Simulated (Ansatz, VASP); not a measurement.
# Two plane-wave programs on HfN

```
Hf N
1.0
     3.22154    0.00000    0.00000
    -1.61077    2.78993    0.00000
     0.00000    0.00000    5.39094
Hf N
2 2
Direct
  0.66667 0.33333 0.75000
  0.33333 0.66667 0.25000
  0.00000 0.00000 0.00000
  0.00000 0.00000 0.50000
```

Change from the starting cell: strain +0.030 along x and y, +0.000 along z, atoms carried along.

Alike in both runs: task single point; functional PBEsol; k mesh 18 × 18 × 10; occupations gaussian, width 0.15 eV; no spin polarisation.

|  | VASP | Ansatz |
| --- | --- | --- |
| version | VASP 6.6.1 | Ansatz 0.2.0 |
| potentials or method | VASP PAW PBE potentials, release 64 (Hf_pv, N), cutoff 520 eV | scalar-relativistic, plane waves, PAW |
| valence electrons in the cell | 30 | 62 |

VASP gave:

| Quantity | Value |
| --- | --- |
| gap on the k mesh at the Fermi level (eV) | none |
| pressure (GPa) | -16.5 |
| traceless stress, the component that is largest in VASP (GPa) | 8.25 |

**Question.** Estimate Ansatz's values.

**Answer.** gap on the k mesh at the Fermi level (eV): none; pressure (GPa): -14.5; traceless stress, the component that is largest in VASP (GPa): 8.10.

VASP's potentials were made for PBE, not for PBEsol. A gap of «none» marks a metal or a gap that the smearing closes. VASP's potentials hold 30 valence electrons a cell and Ansatz's 62, so a difference there can come from the potentials and not from the codes.

Spin-orbit coupling is off throughout.
